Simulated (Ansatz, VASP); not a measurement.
# One calculation of AlIn, two programs

Contents of INCAR:

```
SYSTEM = AlIn
PREC = Accurate
ENCUT = 520
EDIFF = 1E-6
ISMEAR = -1
SIGMA = 0.05
LREAL = .False.
LASPH = .True.
NELM = 60
ALGO = Normal
ISIF = 2
LWAVE = .False.
LCHARG = .True.
GGA = PE
LELF = .True.
LVHAR = .True.
NBANDS = 15
```

KPOINTS

```
Automatic mesh
0
Gamma
  8 8 4
  0 0 0
```

File POSCAR:

```
AlIn
1.0
    3.0541300000      0.0000000000      0.0000000000
   -1.5270700000      2.6449600000      0.0000000000
    0.0000000000      0.0000000000      6.0611408000
Al In
1 1
Direct
    0.0000000000      0.0000000000      0.0000000000
    0.0000000000      0.0000000000      0.5000000000
```

input.yaml

```yaml
crystal:
  lattice:
    - [3.05413, 0.0, 0.0]
    - [-1.52707, 2.64496, 0.0]
    - [0.0, 0.0, 6.0611408]
  atoms:
    - { symbol: Al, position: [0.0, 0.0, 0.0] }
    - { symbol: In, position: [0.0, 0.0, 0.5] }
hamiltonian:
  xc: pbe
  pseudopotentials: { kind: paw }
kpoints:
  mp_grid: { grid: [8, 8, 4] }
scf:
  occupations: { method: fermi_dirac, width: 0.05 }
output:
  forces: true
  stress: true
  eigenvalues: true
```

Alike in both runs: task single point; functional PBE; k mesh 8 × 8 × 4; occupations fermi-dirac, width 0.05 eV; no spin polarisation.

```csv
,VASP,Ansatz
version,VASP 6.6.1,Ansatz 0.2.0
potentials or method,"VASP PAW PBE potentials, release 64 (Al, In_d)",Ansatz PAW
plane-wave cutoff (eV),520,420
valence electrons in the cell,16,16
```

|  | VASP | Ansatz | Ansatz less VASP |
| --- | --- | --- | --- |
| gap on the k mesh at the Fermi level (eV) | none | none | - |
| pressure (GPa) | -1.5 | -1.5 | 0.00 |
| traceless stress, the component that is largest in VASP (GPa) | -0.51 | -0.51 | +0.004 |

A gap of «none» marks a metal or a gap that the smearing closes. The functional is the same, so the differences come from potentials, cutoffs and numerics.
